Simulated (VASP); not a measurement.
# AgBr in VASP: further runs

AgBr is run at these levels: PBEsol, r2SCAN; tasks: single point.

All numbers are computed with VASP 6.6.1; they aren't measurements. Logs are shortened: lines on timing, memory, paths and dates and some standing lists are left out, and cuts for length are marked.

## Step 1: The cell of the first run

The typed cell holds 4 atoms: a = 4.092 Å, b = 4.092 Å, c = 5.784 Å, α = 90.00°, β = 89.99°, γ = 90.00°.

## Step 2: Single point, PBEsol

INCAR reads:

```
ALGO     = Normal         # electronic algorithm
EDIFF    = 1E-6           # SCF threshold, eV
ENCUT    = 500            # plane-wave cutoff, eV
GGA      = PS             # functional
GGA_COMPAT= False        
ISIF     = 2              # what is computed and relaxed
ISMEAR   = 0              # smearing method
LASPH    = True           # aspherical terms in the spheres
LCHARG   = False          # write CHGCAR
LREAL    = False          # projectors in reciprocal space
LWAVE    = False          # write WAVECAR
NBANDS   = 26             # bands
NELM     = 120            # most SCF steps
PREC     = Accurate       # precision mode
SIGMA    = 0.01           # smearing width, eV
```

KPOINTS reads:

```
Automatic mesh
0
Gamma
  4 4 4
  0.5 0.5 0.5
```

POSCAR reads:

```
AgBr
1.0
    4.0921161929      0.0000000000      0.0414619150
    0.0000000000      4.0919047222      0.0000000000
   -0.0576709946      0.0000000000      5.7835260858
Ag Br
2 2
Direct
    0.7499714111      0.7500000000      0.7499778864
    0.2500285889      0.2500000000      0.2500221136
    0.2499844905      0.2500000000      0.7500035537
    0.7500155095      0.7500000000      0.2499964463
```

Potentials or basis: VASP PAW PBE potentials, release 64 (Ag, Br).

Run with:

```bash
> cat potpaw_PBE.64/Ag/POTCAR potpaw_PBE.64/Br/POTCAR > POTCAR
> mpirun -np 1 vasp_std > vasp.out
```

OUTCAR:

```text
EDIFF = 1E-6
   ENCUT = 500
   GGA = PS
   ISIF = 2
   ISMEAR = 0
   LASPH = True
   LREAL = False
   NELM = 120
   PREC = Accurate

 ion  position               nearest neighbor table
   1  0.750  0.750  0.750-   4 2.89   4 2.89   3 2.89   3 2.89   3 2.89   3 2.89
   2  0.250  0.250  0.250-   3 2.89   3 2.89   4 2.89   4 2.89   4 2.89   4 2.89
   3  0.250  0.250  0.750-   2 2.89   2 2.89   1 2.89   1 2.89   1 2.89   1 2.89
   4  0.750  0.750  0.250-   1 2.89   1 2.89   2 2.89   2 2.89   2 2.89   2 2.89

  LATTYP: Found a simple monoclinic cell.
 ALAT       =     4.0923262366
 B/A-ratio  =     0.9998969988
 C/A-ratio  =     1.4133315088
 COS(beta)  =    -0.0001605313

  Lattice vectors:

 A1 = (   4.0921161929,   0.0000000000,   0.0414619150)
 A2 = (   0.0000000000,  -4.0919047222,   0.0000000000)
 A3 = (   0.0576709946,   0.0000000000,  -5.7835260858)

Analysis of symmetry for initial positions (statically):
=====================================================================
 Subroutine PRICEL returns:
 Original cell was already a primitive cell.

 Routine SETGRP: Setting up the symmetry group for a
 simple monoclinic supercell.

 Subroutine GETGRP returns: Found  4 space group operations
 (whereof  2 operations were pure point group operations)
 out of a pool of  4 trial point group operations.

The static configuration has the point symmetry S_2 .
 The point group associated with its full space group is C_2h.

Analysis of symmetry for dynamics (positions and initial velocities):
=====================================================================
 Subroutine PRICEL returns:
 Original cell was already a primitive cell.

 Routine SETGRP: Setting up the symmetry group for a
 simple monoclinic supercell.

 Subroutine GETGRP returns: Found  4 space group operations
 (whereof  2 operations were pure point group operations)
 out of a pool of  4 trial point group operations.

The dynamic configuration has the point symmetry S_2 .
 The point group associated with its full space group is C_2h.

 Subroutine INISYM returns: Found  4 space group operations
 (whereof  2 operations are pure point group operations),
 and found     1 'primitive' translations

----------------------------------------------------------------------------------------

                                     Primitive cell

  volume of cell :      96.8523

[... 82 lines left out ...]
   NELM   =    120;   NELMIN=  2; NELMDL= -5     # of ELM steps
   EDIFF  = 0.1E-05   stopping-criterion for ELM
   LREAL  =      F    real-space projection
   EDIFFG = 0.1E-04   stopping-criterion for IOM
   NSW    =      0    number of steps for IOM
   IBRION =     -1    ionic relax: 0-MD 1-quasi-New 2-CG
   NFREE  =      0    steps in history (QN), initial steepest desc. (CG)
   ISIF   =      2    stress and relaxation
   ISYM   =      2    0-nonsym 1-usesym 2-fastsym
   POTIM  = 0.5000    time-step for ionic-motion
   TEBEG  =    0.0;   TEEND  =   0.0 temperature during run
   PSTRESS=    0.0 pullay stress
   NELECT =      36.0000    total number of electrons
   NUPDOWN=      -1.0000    fix difference up-down
   EMIN   =  10.00;   EMAX   =-10.00  energy-range for DOS
   EFERMI =   0.00;   METHOD = LEGACY
   ISMEAR =     0;   SIGMA  =   0.01  broadening in eV -4-tet -1-fermi 0-gaus
   EFERMI_NEDOS =   21; number of points for ismear=-14 and -15
   IALGO  =     38    algorithm
   IMIX   =      4    mixing-type and parameters
     AMIX     =   0.40;   BMIX     =  1.00
     AMIX_MAG =   1.60;   BMIX_MAG =  1.00
  volume/ion in A,a.u.               =      24.21       163.40
  Fermi-wavevector in a.u.,A,eV,Ry     =   1.177079  2.224357 18.851079  1.385515
  Thomas-Fermi vector in A             =   2.313432
   LORBIT       =      0    0 simple, 1 ext, 2 COOP (PROOUT), +10 PAW based schemes
   GGA     = PS    functional components
   LHFCALC =     F    Hartree Fock is set to
   AEXX    =    0.0000 exact exchange contribution
   IVDW    =     0    specifies the selected vdW correction
   LEPSILON=     F    determine dielectric tensor
   LRPA    =     F    only Hartree local field effects (RPA)
 non-spin polarized calculation
 Gauss-broadening in eV      SIGMA  =   0.01
  energy-cutoff  :      500.00
  volume of cell :       96.85
 maximum number of plane-waves:      2481
 NGX is ok and might be reduce to    30
   NGX = 15   NGY = 15   NGZ = 21

 number of electron      36.0000020 magnetization

 Free energy of the ion-electron system (eV)
  ---------------------------------------------------
  ext. energy  EPLUGINS =         0.00000000
  ---------------------------------------------------
  free energy    TOTEN  =       -11.36568043 eV

  energy without entropy =      -11.36568043  energy(sigma->0) =      -11.36568043

 E-fermi :   3.0931     XC(G=0):  -9.9686

 val. band max:        3.0368734699   @ k =  -0.1250   0.3750   0.3750
 cond. band min:       5.0743595988   @ k =   0.1250   0.1250   0.1250
 fundamental gap:      2.0374861289
 Fermi energy:         3.0931076266

 k-point     1 :       0.1250    0.1250    0.1250
  band No.  band energies     occupation
      1     -11.6645      2.00000
      2     -11.2984      2.00000
      3      -1.0148      2.00000
      4      -0.4489      2.00000
      5      -0.3793      2.00000
      6      -0.2087      2.00000
[... 453 lines left out ...]
     25      10.6749      0.00000
     26      10.8674      0.00000

------------------------ aborting loop because EDIFF is reached ----------------------------------------

  FORCE on cell =-STRESS in cart. coord.  units (eV):
  Direction    XX          YY          ZZ          XY          YZ          ZX
  --------------------------------------------------------------------------------------
  -------------------------------------------------------------------------------------
  Total       -1.7158241     -1.7148976     -1.5349140      0.0000000      0.0000000     -0.0026076
  in kB      -28.3839813    -28.3686532    -25.3912793      0.0000000      0.0000000     -0.0431359
  external PRESSURE =     -27.3813046 kB  Pullay stress =       0.0000000 kB

 VOLUME and BASIS-vectors are now :
 -----------------------------------------------------------------------------
  energy-cutoff  :      500.00
  volume of cell :       96.85
      direct lattice vectors                 reciprocal lattice vectors
     4.092116193  0.000000000  0.041461915     0.244347650  0.000000000  0.002436536
     0.000000000  4.091904722  0.000000000     0.000000000  0.244384967  0.000000000
    -0.057670995  0.000000000  5.783526086    -0.001751721  0.000000000  0.172887433

 POSITION                                       TOTAL-FORCE (eV/Angst)
 -----------------------------------------------------------------------------------
      3.02572      3.06893      4.36861         0.000054      0.000000      0.000149
      1.00873      1.02298      1.45638        -0.000054      0.000000     -0.000149
      0.97971      1.02298      4.34803         0.000012      0.000000      0.000068
      3.05473      3.06893      1.47696        -0.000012      0.000000     -0.000068
 -----------------------------------------------------------------------------------
    total drift:                                0.000000     -0.000000     -0.000000

  FREE ENERGIE OF THE ION-ELECTRON SYSTEM (eV)
  ---------------------------------------------------
  free  energy   TOTEN  =       -11.3656804324 eV

  energy  without entropy=      -11.3656804324  energy(sigma->0) =      -11.36568043
```

OSZICAR:

```text
N       E                     dE             d eps       ncg     rms          rms(c)
DAV:   1     0.217873397183E+03    0.21787E+03   -0.16701E+04   832   0.122E+03
DAV:   2     0.311545200534E-01   -0.21784E+03   -0.20819E+03   926   0.261E+02
DAV:   3    -0.115172939307E+02   -0.11548E+02   -0.11462E+02   982   0.598E+01
DAV:   4    -0.116231772659E+02   -0.10588E+00   -0.10577E+00   926   0.624E+00
DAV:   5    -0.116238955295E+02   -0.71826E-03   -0.71822E-03   924   0.520E-01    0.846E+00
DAV:   6    -0.113700572995E+02    0.25384E+00   -0.68210E-01   884   0.865E+00    0.555E+00
DAV:   7    -0.113675550412E+02    0.25023E-02   -0.14997E-01   854   0.213E+00    0.198E+00
DAV:   8    -0.113658741092E+02    0.16809E-02   -0.12241E-02   860   0.107E+00    0.342E-01
DAV:   9    -0.113656558399E+02    0.21827E-03   -0.22577E-03   880   0.460E-01    0.443E-02
DAV:  10    -0.113656720459E+02   -0.16206E-04   -0.74119E-05   906   0.894E-02    0.246E-02
DAV:  11    -0.113656814217E+02   -0.93758E-05   -0.19121E-05   866   0.328E-02    0.120E-02
DAV:  12    -0.113656804193E+02    0.10024E-05   -0.15367E-06   578   0.146E-02    0.605E-03
DAV:  13    -0.113656804324E+02   -0.13132E-07   -0.13952E-06   484   0.701E-03
   1 F= -.11365680E+02 E0= -.11365680E+02  d E =-.242208E-16
```

stdout:

```text
POSCAR found type information on POSCAR AgBr
 POSCAR found :  2 types and       4 ions
 scaLAPACK will be used
 -----------------------------------------------------------------------------
|                                                                             |
|                                                                             |
|     You enforced a specific xc type in the INCAR file but a different       |
|     I HOPE YOU KNOW WHAT YOU ARE DOING!                                     |
|                                                                             |
 -----------------------------------------------------------------------------

 LDA part: xc-table for (Slater+PW92), standard interpolation
 POSCAR, INCAR and KPOINTS ok, starting setup
 FFT: planning ... GRIDC
 FFT: planning ... GRID_SOFT
 FFT: planning ... GRID
 WAVECAR not read
 entering main loop
```

It took 18 s on 1 thread of AMD EPYC 9R45 (Zen 5), shared host; peak memory 0.16 GiB.

What came out:

```
Free energy            : -11.3657 eV
Pressure               : -2.7 GPa
Band gap on the k mesh : 2.04 eV
```

Levels at points of the mesh, in eV from the valence-band top:
```
           k point  band 15  band 16  band 17  band 18  band 19  band 20  band 21  band 22
(0.12, 0.12, 0.12)    -1.86    -1.60    -1.42    -1.02     2.04     2.65     7.22     8.01
```

Caveat: the PAW data sets were made with another functional, which shifts forces and pressure a little; a shifted mesh leaves out Γ, where band edges can lie. A k mesh can miss the band edges.

## Step 3: Single point, PBEsol

INCAR reads:

```
SYSTEM = AgBr
ALGO     = Normal         ! electronic algorithm
EDIFF    = 1E-6           ! SCF threshold, eV
ENCUT    = 500            ! plane-wave cutoff, eV
GGA      = PS             ! functional
GGA_COMPAT= .False.      
ISIF     = 2              ! what is computed and relaxed
ISMEAR   = 0              ! smearing method
LASPH    = .True.         ! aspherical terms in the spheres
LCHARG   = .False.        ! write CHGCAR
LREAL    = .False.        ! projectors in reciprocal space
LWAVE    = .False.        ! write WAVECAR
NBANDS   = 26             ! bands
NELM     = 120            ! most SCF steps
PREC     = Accurate       ! precision mode
SIGMA    = 0.01           ! smearing width, eV
```

KPOINTS reads:

```
k-points
0
Gamma
  4 4 4
  0 0 0
```

POSCAR is that of step 2.

Potentials or basis: VASP PAW PBE potentials, release 64 (Ag, Br).

Run with:

```bash
> cat potpaw_PBE.64/Ag/POTCAR potpaw_PBE.64/Br/POTCAR > POTCAR
> mpirun -np 1 vasp_std > vasp.out
```

Run time: 29 s. Hardware: 1 thread of AMD EPYC 9R45 (Zen 5), shared host; peak memory 0.18 GiB.

The run converged. Its results:

| Quantity | Value |
| --- | --- |
| Free energy | -11.3319 eV |
| Pressure | -2.5 GPa |
| Band gap on the k mesh | 0.51 eV |

Stress tensor (GPa, compression positive):
```
-2.46  0.00  0.00
 0.00 -2.46  0.00
 0.00  0.00 -2.73
```

Levels at points of the mesh, in eV from the valence-band top:
```csv
k point,band 14,band 15,band 16,band 17,band 18,band 19,band 20,band 21,band 22,band 23
"(0.00, 0.00, 0.00)",-2.33,-2.25,-1.87,-1.86,-1.86,0.51,1.52,6.94,8.81,9.81
"(0.50, 0.00, 0.00)",-1.97,-1.84,-1.84,-0.10,-0.10,4.80,4.80,5.07,5.07,7.24
"(0.00, 0.50, 0.00)",-1.97,-1.84,-1.84,-0.10,-0.10,4.80,4.80,5.07,5.07,7.24
"(0.50, 0.50, 0.00)",-2.33,-2.33,-2.33,-2.25,-2.25,1.52,1.52,6.94,6.94,8.80
"(0.00, 0.00, 0.50)",-1.81,-1.81,-1.81,-1.64,-1.64,3.14,3.14,6.54,6.54,7.70
"(0.50, 0.00, 0.50)",-2.10,0.00,0.00,0.00,0.00,3.61,3.61,6.37,6.37,6.67
"(0.00, 0.50, 0.50)",-2.10,0.00,0.00,0.00,0.00,3.61,3.61,6.37,6.37,6.67
"(0.50, 0.50, 0.50)",-2.23,-2.23,-2.23,-1.50,-1.50,3.67,3.67,6.99,6.99,7.52
```

Caveat: the PAW data sets were made with another functional, which shifts forces and pressure a little.

## Step 4: Single point, r2SCAN

POSCAR is that of step 3.

INCAR.step1 reads:

```
SYSTEM = AgBr
PREC = Accurate ; ENCUT = 550
ISMEAR = 0 ; SIGMA = 0.01
LREAL = .FALSE. ; LASPH = .TRUE.
NELM = 120 ; NBANDS = 26
GGA = PE ; ALGO = Normal
EDIFF = 1E-5 ; LWAVE = .TRUE.
LCHARG = .FALSE. ; GGA_COMPAT = .FALSE.
```

INCAR.step2 reads:

```
SYSTEM = AgBr
PREC = Accurate ; ENCUT = 550
EDIFF = 1E-6 ; ISMEAR = 0
SIGMA = 0.01 ; LREAL = .FALSE.
LASPH = .TRUE. ; NELM = 120
ALGO = Normal ; ISIF = 2
LWAVE = .FALSE. ; LCHARG = .FALSE.
METAGGA = R2SCAN ; LMIXTAU = .TRUE.
NBANDS = 26 ; ISTART = 1
GGA_COMPAT = .FALSE.
```

KPOINTS reads:

```
Automatic mesh
0
G
  4 4 4
  0 0 0
```

Run with:

```bash
> cat potpaw_PBE.64/Ag/POTCAR potpaw_PBE.64/Br/POTCAR > POTCAR
> cp INCAR.step1 INCAR
> mpirun -np 1 vasp_std > vasp.out
> cp INCAR.step2 INCAR
> mpirun -np 1 vasp_std > vasp.out
```

Run time: 2.9 min. Hardware: 1 thread of AMD EPYC 9R45 (Zen 5), shared host; peak memory 0.23 GiB.

Results (log left out):

```yaml
Free_energy: -71.0174 eV
Pressure: 0.0 GPa
Band_gap_on_the_k_mesh: 1.24 eV
```

Stress tensor (GPa, compression positive):
```
 0.05  0.00  0.00
 0.00  0.05  0.00
 0.00  0.00 -0.14
```

Levels at points of the mesh, in eV from the valence-band top:
```tsv
k point	band 15	band 16	band 17	band 18	band 19	band 20	band 21	band 22
(0.00, 0.00, 0.00)	-2.19	-1.94	-1.94	-1.94	1.24	2.19	7.45	9.61
(0.50, 0.00, 0.00)	-1.84	-1.84	-0.10	-0.10	5.45	5.45	5.78	5.78
(0.00, 0.50, 0.00)	-1.84	-1.84	-0.10	-0.10	5.45	5.45	5.78	5.78
(0.50, 0.50, 0.00)	-2.30	-2.30	-2.19	-2.19	2.19	2.19	7.45	7.45
(0.00, 0.00, 0.50)	-1.83	-1.83	-1.50	-1.50	3.73	3.73	7.31	7.31
(0.50, 0.00, 0.50)	0.00	0.00	0.00	0.00	4.30	4.30	7.08	7.08
(0.00, 0.50, 0.50)	0.00	0.00	0.00	0.00	4.30	4.30	7.08	7.08
(0.50, 0.50, 0.50)	-2.21	-2.21	-1.40	-1.40	4.25	4.25	7.83	7.83
```

Caveat: the PAW data sets were made with another functional, which shifts forces and pressure a little. A k mesh can miss the band edges.

## Step 5: Summary

```tsv
level	k mesh	cutoff (eV)	gap on the mesh (eV)	pressure (GPa)
PBEsol	4 × 4 × 4, shifted	500	2.04	-2.7
PBEsol	4 × 4 × 4	500	0.51	-2.5
r2SCAN	4 × 4 × 4	550	1.24	0.0
```

Alike in all rows: task single point; potentials or basis VASP PAW PBE potentials, release 64 (Ag, Br); no spin polarisation; cell as given; smearing gaussian 0.01 eV.

The pressure there spans -2.7 GPa (PBEsol) to 0.0 GPa (r2SCAN); a positive pressure means that this level wants a larger cell, a negative one a smaller.

Caveats: the PAW data sets were made with another functional, which shifts forces and pressure a little; a shifted mesh leaves out Γ, where band edges can lie (at least some runs).

Total energies depend on the potentials used, so only differences within one code and one set of settings carry meaning.
